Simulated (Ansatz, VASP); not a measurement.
# Ge in VASP and in Ansatz

```
CELL_PARAMETERS angstrom
2.71047 0.00000 0.00000
0.00000 2.71047 0.00000
0.00000 0.00000 2.71047
ATOMIC_POSITIONS crystal
Ge 0.00000 0.00000 0.00000
```

Alike in both runs: task relaxation of cell and atoms; functional HSE06; k mesh 5 × 5 × 5; occupations fermi-dirac, width 0.05 eV; no spin polarisation.

```csv
,VASP,Ansatz
version,VASP 6.6.1,Ansatz 0.2.0
potentials or method,"VASP PAW PBE potentials, release 64 (Ge_d)",Ansatz PAW
plane-wave cutoff (eV),600,420
valence electrons in the cell,14,14
```

VASP gave:

| Quantity | Value |
| --- | --- |
| gap on the k mesh at the Fermi level, each at its own relaxed structure (eV) | none |
| relaxed volume (Å³/atom) | 19.60 |
| relaxed length of the cell vector where the two differ most in proportion (Å) | 2.696 |

Problem. Estimate Ansatz's values.

Solution. gap on the k mesh at the Fermi level, each at its own relaxed structure (eV): none; relaxed volume (Å³/atom): 19.59; relaxed length of the cell vector where the two differ most in proportion (Å): 2.696.

A gap of «none» marks a metal or a gap that the smearing closes.

The k mesh is coarse, so the values compare programs but aren't converged. Noted on Ansatz's run: the plane-wave basis is chosen anew once the cell has moved, so the energies of steps on either side of that aren't comparable.
